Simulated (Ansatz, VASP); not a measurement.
Two plane-wave programs on W

```
W
1.0
     0.00000    3.03425    3.03425
     3.03425    0.00000    3.03425
     3.03425    3.03425    0.00000
W
2
Direct
  0.12500 0.12500 0.12500
  0.87500 0.87500 0.87500
```

Alike in both runs: task single point; functional BLYP; k mesh 10 × 10 × 10; occupations fermi-dirac, width 0.1 eV; no spin polarisation.

|  | VASP | Ansatz |
| --- | --- | --- |
| version | VASP 6.6.1 | Ansatz 0.2.0 |
| potentials or method | VASP PAW PBE potentials, release 64 (W_sv), cutoff 520 eV | plane waves (420 eV) with PAW, scalar-relativistic |
| valence electrons in the cell | 28 | 28 |

```csv
,VASP,Ansatz,Ansatz less VASP
pressure (GPa),-6.7,-7.2,-0.55
```

VASP's potentials were made for PBE, not for BLYP.

Neither program's run includes spin-orbit coupling.
